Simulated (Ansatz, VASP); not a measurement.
**Sb in VASP and in Ansatz**

```
CELL_PARAMETERS angstrom
-1.57654 1.57654 2.71194
1.57654 -1.57654 2.71194
1.57654 1.57654 -2.71194
ATOMIC_POSITIONS crystal
Sb 0.00000 0.00000 0.00000
```

Alike in both runs: task single point; functional r2SCAN; k mesh 10 × 10 × 10; occupations fermi-dirac, width 0.01 eV; no spin polarisation.

```csv
,VASP,Ansatz
version,VASP 6.6.1,Ansatz 0.2.0
potentials or method,"VASP PAW PBE potentials, release 64 (Sb)","plane waves, PAW"
plane-wave cutoff (eV),520,500
valence electrons in the cell,5,15
```

VASP gave:

| Property | Result |
| --- | --- |
| pressure (GPa) | 1.3 |
| traceless stress, the component that is largest in VASP (GPa) | 0.80 |

Q: What did Ansatz give for the same quantities?

A: Pressure (GPa): 1.4; traceless stress, the component that is largest in VASP (GPa): 0.86.

VASP's potentials were made for PBE, not for r2SCAN. With one functional, cell and mesh, what is left measures potentials, basis and numerics. VASP's potentials hold 5 valence electrons a cell and Ansatz's 15, so a difference there can come from the potentials and not from the codes. Ansatz's warnings: stress scf threshold loose.

Spin-orbit coupling is off throughout.
